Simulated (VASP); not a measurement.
Here is a VASP 6.6.1 calculation.

The input INCAR:

```
  PREC = Accurate
  ENCUT = 520
  EDIFF = 1E-6
  ISMEAR = -1
  SIGMA = 0.02
  LREAL = False
  LASPH = True
  NELM = 60
  ALGO = Normal
  ISIF = 2
  LWAVE = False
  LCHARG = False
  GGA = PE
  NBANDS = 18
```

KPOINTS

```
Automatic mesh
0
Gamma
  8 8 8
```

POSCAR

```
HfO2
1.0
    0.0000000000      2.5291823184      2.5291823184
    2.5291823184      0.0000000000      2.5291823184
    2.5291823184      2.5291823184      0.0000000000
Hf O
1 2
Direct
    0.0000000000      0.0000000000      0.0000000000
    0.2500000000      0.2500000000      0.2500000000
    0.7500000000      0.7500000000      0.7500000000
```

Potentials or basis: VASP PAW PBE potentials, release 64 (Hf_pv, O).

The run is started by

```console
$ cat potpaw_PBE.64/Hf_pv/POTCAR potpaw_PBE.64/O/POTCAR > POTCAR
$ mpirun -np 1 vasp_std > vasp.out
```

Task: Estimate the band gap on the k mesh.

Result: 3.82 eV, direct.

Task: Predict the pressure.

Result: 2.1 GPa.

Caveat: spin-orbit coupling is left out, which moves the levels of the heavy elements. A k mesh can miss the band edges.
